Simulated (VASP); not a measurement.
Runs of VASP 6.6.1 on Hf2N. The structure is that of space group P4_2/mnm (No. 136), or close to it. The cells are those of the table. 

```csv
cell,gap on the mesh (eV),pressure (GPa),largest force (eV/Å)
"a = 5.224, b = 5.224, c = 3.184 Å, 6 atoms",none,8.2,0.09
"a = 5.270, b = 5.270, c = 3.127 Å, 6 atoms",none,8.5,0.09
"a = 5.177, b = 5.177, c = 3.241 Å, 6 atoms",none,8.1,0.09
"a = 5.086, b = 5.086, c = 3.358 Å, 6 atoms",none,(a),0.08
```

Alike in all rows: task single point; level PBEsol; potentials or basis VASP PAW PBE potentials, release 64 (Hf_pv, N); no spin polarisation; k mesh 8 × 8 × 14; cutoff (eV) 520; smearing gaussian 0.15 eV.

Question: Estimate the missing entries.

Answer: (a) 8.4.

Caveats: the PAW data sets were made with another functional, which shifts forces and pressure a little; spin-orbit coupling is left out, which moves the levels of the heavy elements; the cell stands under pressure (at least some runs); the stress differs along the axes, from 6 to 15 GPa (at least some runs); the stress differs along the axes, from 3 to 11 GPa (at least some runs); the stress differs along the axes, from -7 to 16 GPa (at least some runs).

A k mesh can miss the band edges, and the runs leave out spin-orbit coupling on Hf.

A gap of «none» marks levels without a gap at the run's occupations.
